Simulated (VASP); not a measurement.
VGe (zincblende type), 2 atoms in the cell. It takes space group F-43m (No. 216, cubic). Conventional cell: a = 5.756 Å, b = 5.756 Å, c = 5.756 Å, α = 90.00°, β = 90.00°, γ = 90.00°. V (site symmetry -43m) has 4 Ge at 2.49 Å within 3.3 Å. Within 3.3 Å of Ge (site symmetry -43m) lie 4 V at 2.49 Å. 

| Property | Result |
| --- | --- |
| Program | VASP 6.6.1 |
| Task | relaxation of cell and atoms |
| Functional | PBE |
| Potentials or basis | VASP PAW PBE potentials, release 64 (V_sv, Ge_d) |
| Cutoff | 600 eV |
| k mesh | 13 × 13 × 13 |
| Occupations | fermi-dirac, width 0.05 eV |
| Spin | no spin polarisation |
| Dipole correction | no |
| Further INCAR settings | ALGO = Normal; EDIFF = 1e-06; IBRION = 2; EDIFFG = -0.005; NSW = 60; ISIF = 3 |

Potentials or basis: VASP PAW PBE potentials, release 64 (V_sv, Ge_d).

Command:

```console
$ cat potpaw_PBE.64/V_sv/POTCAR potpaw_PBE.64/Ge_d/POTCAR > POTCAR
$ mpirun -np 1 vasp_std > vasp.out
```

Hardware: 1 thread of Intel(R) Xeon(R) Platinum 8488C (Sapphire Rapids), on a shared host.

**Question.** Estimate the wall time of this run.

**Answer.** It took 4.7 min on 1 thread of Intel(R) Xeon(R) Platinum 8488C (Sapphire Rapids), on a shared host, peak memory 0.27 GiB. Counts: scf iterations 33, k points 84, ion steps 3.
